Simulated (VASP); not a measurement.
# Al (Fm-3m) in VASP: a series of runs, part 3 of 3

VASP 6.6.1. The steps go on from the part before.

### Step 4. Relaxation of cell and atoms, r2SCAN

This run uses another cell than the first one, of 16.60 Å³/atom, 0.985 times its volume.

File POSCAR:

```
Al
1.0
    0.0000000000      2.0248050000      2.0248050000
    2.0248050000      0.0000000000      2.0248050000
    2.0248050000      2.0248050000      0.0000000000
Al
1
Direct
    0.0000000000      0.0000000000      0.0000000000
```

File INCAR.step1:

```
ALGO = Normal
EDIFF = 1E-4
ENCUT = 600
GGA = PE
ISMEAR = 0
LASPH = True
LCHARG = False
LREAL = False
LWAVE = True
NELM = 100
PREC = Accurate
SIGMA = 0.1
```

File INCAR.step2:

```
ALGO = Normal
EDIFF = 1E-6
EDIFFG = -0.01
ENCUT = 600
IBRION = 2
ISIF = 3
ISMEAR = 0
ISTART = 1
LASPH = True
LCHARG = False
LMIXTAU = True
LREAL = False
LWAVE = False
METAGGA = R2SCAN
NELM = 100
NSW = 100
PREC = Accurate
SIGMA = 0.1
```

File KPOINTS:

```
k-points
0
Gamma
  18 18 18
```

Potentials or basis: VASP PAW PBE potentials, release 64 (Al).

Run with:

```console
$ cat potpaw_PBE.64/Al/POTCAR > POTCAR
$ cp INCAR.step1 INCAR
$ mpirun -np 1 vasp_std > vasp.out
$ cp INCAR.step2 INCAR
$ mpirun -np 1 vasp_std > vasp.out
```

OUTCAR:

```text
EDIFF = 1E-6
   EDIFFG = -0.01
   ENCUT = 600
   IBRION = 2
   ISIF = 3
   ISMEAR = 0
   ISTART = 1
   LASPH = True
   LREAL = False
   METAGGA = R2SCAN
   NELM = 100
   NSW = 100
   PREC = Accurate

 ion  position               nearest neighbor table
   1  0.000  0.000  0.000-

  LATTYP: Found a face centered cubic cell.
 ALAT       =     4.0496100000

  Lattice vectors:

 A1 = (   0.0000000000,   2.0248050000,   2.0248050000)
 A2 = (   2.0248050000,   0.0000000000,   2.0248050000)
 A3 = (   2.0248050000,   2.0248050000,   0.0000000000)

Analysis of symmetry for initial positions (statically):
=====================================================================
 Subroutine PRICEL returns:
 Original cell was already a primitive cell.

 Routine SETGRP: Setting up the symmetry group for a
 face centered cubic supercell.

 Subroutine GETGRP returns: Found 48 space group operations
 (whereof 48 operations were pure point group operations)
 out of a pool of 48 trial point group operations.

The static configuration has the point symmetry O_h .

Analysis of symmetry for dynamics (positions and initial velocities):
=====================================================================
 Subroutine PRICEL returns:
 Original cell was already a primitive cell.

 Routine SETGRP: Setting up the symmetry group for a
 face centered cubic supercell.

 Subroutine GETGRP returns: Found 48 space group operations
 (whereof 48 operations were pure point group operations)
 out of a pool of 48 trial point group operations.

The dynamic configuration has the point symmetry O_h .

 Subroutine INISYM returns: Found 48 space group operations
 (whereof 48 operations are pure point group operations),
 and found     1 'primitive' translations

----------------------------------------------------------------------------------------

                                     Primitive cell

  volume of cell :      16.6027

  direct lattice vectors                    reciprocal lattice vectors
     0.000000000  2.024805000  2.024805000    -0.246937359  0.246937359  0.246937359
     2.024805000  0.000000000  2.024805000     0.246937359 -0.246937359  0.246937359
     2.024805000  2.024805000  0.000000000     0.246937359  0.246937359 -0.246937359

  length of vectors
     2.863506692  2.863506692  2.863506692     0.427708053  0.427708053  0.427708053

  position of ions in fractional coordinates (direct lattice)
     0.000000000  0.000000000  0.000000000

  ion indices of the primitive-cell ions
   primitive index   ion index
                 1           1

----------------------------------------------------------------------------------------

 KPOINTS: k-points

Automatic generation of k-mesh.
 Grid dimensions read from file:
 generate k-points for:   18   18   18

 Generating k-lattice:

  Cartesian coordinates                     Fractional coordinates (reciprocal lattice)
    -0.013718742  0.013718742  0.013718742     0.055555556  0.000000000  0.000000000
     0.013718742 -0.013718742  0.013718742     0.000000000  0.055555556  0.000000000
     0.013718742  0.013718742 -0.013718742     0.000000000  0.000000000  0.055555556

  Length of vectors
     0.023761558  0.023761558  0.023761558

  Shift w.r.t. Gamma in fractional coordinates (k-lattice)
     0.000000000  0.000000000  0.000000000

 Subroutine IBZKPT returns following result:
 ===========================================

 Found    195 irreducible k-points:

 Following reciprocal coordinates:
            Coordinates               Weight
  0.000000  0.000000  0.000000      1.000000
  0.055556  0.000000  0.000000      8.000000
  0.111111  0.000000  0.000000      8.000000
  0.166667  0.000000  0.000000      8.000000
  0.222222  0.000000  0.000000      8.000000
  0.277778  0.000000  0.000000      8.000000
[... 16 lines left out ...]
 -0.277778  0.055556  0.000000     24.000000
 -0.222222  0.055556  0.000000     24.000000
 [... further k-points ...]
   k-points           NKPTS =    195   k-points in BZ     NKDIM =    195   number of bands    NBANDS=      5
   number of dos      NEDOS =    301   number of ions     NIONS =      1
   total plane-waves  NPLWV =  13824
   dimension x,y,z NGX =    24 NGY =   24 NGZ =   24
   dimension x,y,z NGXF=    48 NGYF=   48 NGZF=   48
   ions per type =               1
   NGX,Y,Z   is equivalent  to a cutoff of  13.93, 13.93, 13.93 a.u.
   NGXF,Y,Z  is equivalent  to a cutoff of  27.87, 27.87, 27.87 a.u.
 SYSTEM =  unknown system
   PREC   = accura    normal or accurate (medium, high low for compatibility)
   ISTART =      1    job   : 0-new  1-cont  2-samecut
   ICHARG =      0    charge: 1-file 2-atom 10-const
   ISPIN  =      1    spin polarized calculation?
   LNONCOLLINEAR =      F non collinear calculations
   LSORBIT =      F    spin-orbit coupling
   LASPH  =      T    aspherical Exc in radial PAW
   ENCUT  =  600.0 eV  44.10 Ry    6.64 a.u.   5.72  5.72  5.72*2*pi/ulx,y,z
   NELM   =    100;   NELMIN=  2; NELMDL=  0     # of ELM steps
   EDIFF  = 0.1E-05   stopping-criterion for ELM
   LREAL  =      F    real-space projection
   EDIFFG = -.1E-01   stopping-criterion for IOM
   NSW    =    100    number of steps for IOM
   IBRION =      2    ionic relax: 0-MD 1-quasi-New 2-CG
   NFREE  =      1    steps in history (QN), initial steepest desc. (CG)
   ISIF   =      3    stress and relaxation
   ISYM   =      2    0-nonsym 1-usesym 2-fastsym
   POTIM  = 0.5000    time-step for ionic-motion
   TEBEG  =    0.0;   TEEND  =   0.0 temperature during run
   PSTRESS=    0.0 pullay stress
   NELECT =       3.0000    total number of electrons
   NUPDOWN=      -1.0000    fix difference up-down
   EMIN   =  10.00;   EMAX   =-10.00  energy-range for DOS
   EFERMI =   0.00;   METHOD = LEGACY
   ISMEAR =     0;   SIGMA  =   0.10  broadening in eV -4-tet -1-fermi 0-gaus
   EFERMI_NEDOS =   21; number of points for ismear=-14 and -15
   IALGO  =     38    algorithm
   IMIX   =      4    mixing-type and parameters
     AMIX     =   0.40;   BMIX     =  1.00
     AMIX_MAG =   1.60;   BMIX_MAG =  1.00
  volume/ion in A,a.u.               =      16.60       112.04
  Fermi-wavevector in a.u.,A,eV,Ry     =   0.925526  1.748991 11.654733  0.856599
  Thomas-Fermi vector in A             =   2.051390
   LORBIT       =      0    0 simple, 1 ext, 2 COOP (PROOUT), +10 PAW based schemes
   METAGGA = R2SCAN    functional components
   LHFCALC =     F    Hartree Fock is set to
   AEXX    =    0.0000 exact exchange contribution
   IVDW    =     0    specifies the selected vdW correction
   LEPSILON=     F    determine dielectric tensor
   LRPA    =     F    only Hartree local field effects (RPA)
 conjugate gradient relaxation of ions
 non-spin polarized calculation
 Gauss-broadening in eV      SIGMA  =   0.10
  energy-cutoff  :      600.00
  volume of cell :       16.60
 maximum number of plane-waves:       568
   NGX = 11   NGY = 11   NGZ = 11

--------------------------------------- Ionic step        1  -------------------------------------------

 number of electron       3.0000000 magnetization

 Free energy of the ion-electron system (eV)
  ---------------------------------------------------
  ext. energy  EPLUGINS =         0.00000000
  ---------------------------------------------------
  free energy    TOTEN  =        -6.72731188 eV

  energy without entropy =       -6.72451846  energy(sigma->0) =       -6.72591517

------------------------ aborting loop because EDIFF is reached ----------------------------------------

  FORCE on cell =-STRESS in cart. coord.  units (eV):
  Direction    XX          YY          ZZ          XY          YZ          ZX
  --------------------------------------------------------------------------------------
  -------------------------------------------------------------------------------------
  Total       -0.4010464     -0.4010464     -0.4010464     -0.0000000      0.0000000      0.0000000
  in kB      -38.7013043    -38.7013043    -38.7013043     -0.0000000      0.0000000      0.0000000
  external PRESSURE =     -38.7013043 kB  Pullay stress =       0.0000000 kB
[... 57 lines left out ...]
--------------------------------------- Ionic step        3  -------------------------------------------

 number of electron       3.0000000 magnetization

 Free energy of the ion-electron system (eV)
  ---------------------------------------------------
  ext. energy  EPLUGINS =         0.00000000
  ---------------------------------------------------
  free energy    TOTEN  =        -6.73698648 eV

  energy without entropy =       -6.73447240  energy(sigma->0) =       -6.73572944

 E-fermi :   8.4509     XC(G=0): -11.0581

 val. band max:        8.4432325830   @ k =  -0.3333   0.4444   0.1111
 cond. band min:       8.4927793492   @ k =  -0.3333   0.3889   0.0556
 fundamental gap:      0.0495467662
 Fermi energy:         8.4508973136

 k-point     1 :       0.0000    0.0000    0.0000
  band No.  band energies     occupation
      1      -3.6823      2.00000
      2      22.0017      0.00000
      3      22.0017      0.00000
      4      22.0017      0.00000
      5      24.2379      0.00000
[... 177 lines left out ...]
 k-point    24 :      -0.2222    0.0556    0.0000
  band No.  band energies     occupation
      1      -1.8925      2.00000
      2      12.6244      0.00000
      3      18.6155      0.00000
      4      21.6958      0.00000
      5      23.6385      0.00000

 [... further k-points ...]
[... 5 lines left out ...]
  --------------------------------------------------------------------------------------
  -------------------------------------------------------------------------------------
  Total        0.0032006      0.0032006      0.0032006      0.0000000      0.0000000     -0.0000000
  in kB        0.3237041      0.3237041      0.3237041      0.0000000      0.0000000     -0.0000000
  external PRESSURE =       0.3237041 kB  Pullay stress =       0.0000000 kB
[... 16 lines left out ...]
  FREE ENERGIE OF THE ION-ELECTRON SYSTEM (eV)
  ---------------------------------------------------
  free  energy   TOTEN  =        -6.7369864757 eV

  energy  without entropy=       -6.7344724023  energy(sigma->0) =       -6.73572944

 reached required accuracy - stopping structural energy minimisation
```

Run time: 42 s. Hardware: 1 thread of Intel Xeon 6975P-C (Granite Rapids), shared host; peak memory 0.15 GiB.

Results:

```
Free energy                            : -6.7370 eV
Relaxed volume                         : 15.84 Å³/atom
Relaxed cell                           : a = 2.819 Å, b = 2.819 Å, c = 2.819 Å, α = 60.00°, β = 60.00°, γ = 60.00°
Space group after relaxing (to 0.05 Å) : Fm-3m (No. 225)
Energy gained by relaxing              : 9.7 meV/atom
Ionic steps                            : 3
Pressure after relaxing                : 0.0 GPa
```

Step by step:
| step | energy change (eV) | largest force (eV/Å) | pressure (GPa) | volume (Å³) |
| --- | --- | --- | --- | --- |
| 1 | 0.0000 | 0.0000 | -3.87 | 16.60 |
| 2 | -0.0090 | 0.0000 | 1.15 | 15.66 |
| 3 | -0.0097 | 0.0000 | 0.03 | 15.84 |

Final structure:
```
Al
1.0
     0.00000    1.99338    1.99338
     1.99338    0.00000    1.99338
     1.99338    1.99338    0.00000
Al
1
Cartesian
  0.0000 0.0000 0.0000
```

Caveat: the PAW data sets were made with another functional, which shifts forces and pressure a little.
